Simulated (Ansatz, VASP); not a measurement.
PbS: VASP beside Ansatz

```
CELL_PARAMETERS angstrom
4.24716 0.00000 0.00000
0.00000 4.24716 0.00000
0.00000 0.00000 30.91340
ATOMIC_POSITIONS crystal
Pb 0.00000 0.50000 0.24548
Pb 0.50000 0.00000 0.33679
S 0.00000 0.50000 0.33227
S 0.50000 0.00000 0.25000
```

Alike in both runs: functional PBE; k mesh 4 × 4 × 1; occupations gaussian, width 0.1 eV; no spin polarisation.

Ansatz relaxed the structure, and its values are those at the end. VASP's run is a single point on that final structure, the one shown.

```csv
,VASP,Ansatz
version,VASP 6.6.1,Ansatz 0.2.0
potentials or method,"VASP PAW PBE potentials, release 64 (Pb_d, S), cutoff 520 eV","scalar-relativistic, plane waves, PAW"
valence electrons in the cell,40,40
```

|  | VASP | Ansatz | Ansatz less VASP |
| --- | --- | --- | --- |
| gap on the k mesh at the Fermi level (eV) | 2.11 | 2.11 | -0.001 |
| least direct gap on the mesh (eV) | 2.11 | 2.11 | -0.001 |
| rms of the force components (eV/Å) | 0.005 | 0.006 | +0.0014 |

Ansatz's warnings: slab cell height set.

Spin-orbit coupling is off throughout.
